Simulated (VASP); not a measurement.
## Mo: single point with PBE

Crystal: Mo.

```xyz
1
Lattice="2.7951 0.0139 -0.1094 -1.3856 2.3999 0.0000 -0.1022 -0.0590 2.6079" Properties=species:S:1:pos:R:3 pbc="T T T"
Mo   -0.0511   -0.0295    1.3039
```

This cell differs from its parent crystal: strained.

```yaml
Program: VASP 6.6.1
Task: single point
Functional: PBE
Potentials_or_basis: VASP PAW PBE potentials, release 64 (Mo_sv)
Cutoff: 520 eV
k_mesh: 16 × 16 × 14
Occupations: gaussian, width 0.1 eV
Spin: no spin polarisation
Dipole_correction: no
Further_INCAR_settings: ALGO = Fast; EDIFF = 1e-06; NBANDS = 13
```

```
Pressure               : -7.9 GPa
Band gap on the k mesh : zero (bands 7 and 8 overlap by 1.65 eV)
```

Stress tensor (GPa, compression positive):
```
 -5.45   0.26  -6.43
  0.26  -5.74  -3.71
 -6.43  -3.71 -12.54
```

Levels at points of the mesh, in eV from the Fermi level:
| k point | band 3 | band 4 | band 5 | band 6 | band 7 | band 8 | band 9 | band 10 | band 11 | band 12 |
| --- | --- | --- | --- | --- | --- | --- | --- | --- | --- | --- |
| (0.00, 0.00, 0.00) | -34.47 | -34.42 | -6.65 | -4.01 | -0.96 | -0.73 | 3.53 | 3.70 | 12.97 | 15.03 |
| (0.50, 0.00, 0.00) | -34.72 | -34.35 | -4.64 | -3.16 | 0.83 | 1.07 | 3.15 | 4.01 | 9.35 | 13.15 |
| (0.00, 0.50, 0.00) | -34.77 | -34.33 | -4.64 | -3.01 | 0.92 | 0.92 | 2.97 | 4.05 | 9.48 | 12.85 |
| (0.00, 0.00, 0.50) | -34.38 | -34.34 | -3.73 | -0.33 | -0.08 | -0.06 | 0.87 | 0.91 | 9.22 | 15.51 |
| (0.50, 0.00, 0.50) | -35.40 | -34.58 | -4.94 | -3.19 | -0.34 | 4.26 | 5.34 | 5.39 | 7.39 | 15.09 |
| (0.00, 0.50, 0.50) | -35.43 | -34.63 | -4.95 | -3.31 | -0.31 | 4.30 | 5.43 | 5.93 | 7.06 | 15.36 |

Wall time 2.6 min on 1 thread of Intel Xeon 8259CL (shared host), peak memory 0.31 GiB.

Caveat: the cell differs from its parent crystal (strained); the cell stands under tension.
